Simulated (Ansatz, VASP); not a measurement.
One calculation of Cd3Hg2S5, two programs

```
Cd Hg S
1.0
    -2.10530    3.64649    0.00000
    -4.21060    0.00000    0.00000
    -2.10530    1.21550   17.16962
Cd Hg S
3 2 5
Direct
  0.00036 0.00036 0.99891
  0.39994 0.39994 0.80019
  0.79939 0.79939 0.60183
  0.19970 0.19970 0.40091
  0.60049 0.60049 0.19852
  0.05027 0.05027 0.84918
  0.44980 0.44980 0.65061
  0.84926 0.84926 0.45222
  0.24994 0.24994 0.25017
  0.65084 0.65084 0.04747
```

Alike in both runs: task single point; functional PBE; k mesh 6 × 6 × 6; occupations gaussian, width 0.2 eV; no spin polarisation.

|  | VASP | Ansatz |
| --- | --- | --- |
| version | VASP 6.6.1 | Ansatz 0.2.0 |
| potentials or method | VASP PAW PBE potentials, release 64 (Cd, Hg, S), cutoff 520 eV | scalar-relativistic, plane waves, PAW |
| valence electrons in the cell | 90 | 130 |

|  | VASP | Ansatz | Ansatz less VASP |
| --- | --- | --- | --- |
| pressure (GPa) | 0.3 | 0.0 | -0.27 |

With one functional, cell and mesh, what is left measures potentials, basis and numerics. VASP's potentials hold 90 valence electrons a cell and Ansatz's 130, so a difference there can come from the potentials and not from the codes.

Neither program's run includes spin-orbit coupling.
